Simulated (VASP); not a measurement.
Runs of VASP 6.6.1 on HfN. The structure is that of space group Fm-3m (No. 225), or close to it. The cells are those of the table. 

```tsv
cell	gap on the mesh (eV)	pressure (GPa)
a = 3.232 Å, angles 60.0°, 2 atoms	none	-6.2
a = 3.212 Å, angles 60.0°, 2 atoms	none	-1.2
a = 3.169 Å, angles 60.0°, 2 atoms	none	10.3
a = 3.190 Å, angles 60.0°, 2 atoms	none	(a)
a = 3.125 Å, angles 60.0°, 2 atoms	none	24.6
a = 3.253 Å, angles 60.0°, 2 atoms	none	-10.6
a = 3.147 Å, angles 60.0°, 2 atoms	none	(b)
```

Alike in all rows: task single point; level PBE; potentials or basis VASP PAW PBE potentials, release 64 (Hf_pv, N); no spin polarisation; k mesh 11 × 11 × 11; cutoff (eV) 520; smearing gaussian 0.1 eV.

Task: Estimate the missing entries.

Result: (a) 4.2; (b) 17.1.

Caveats: spin-orbit coupling is left out, which moves the levels of the heavy elements.

A k mesh can miss the band edges, and the runs leave out spin-orbit coupling on Hf.

A gap of «none» marks levels without a gap at the run's occupations.
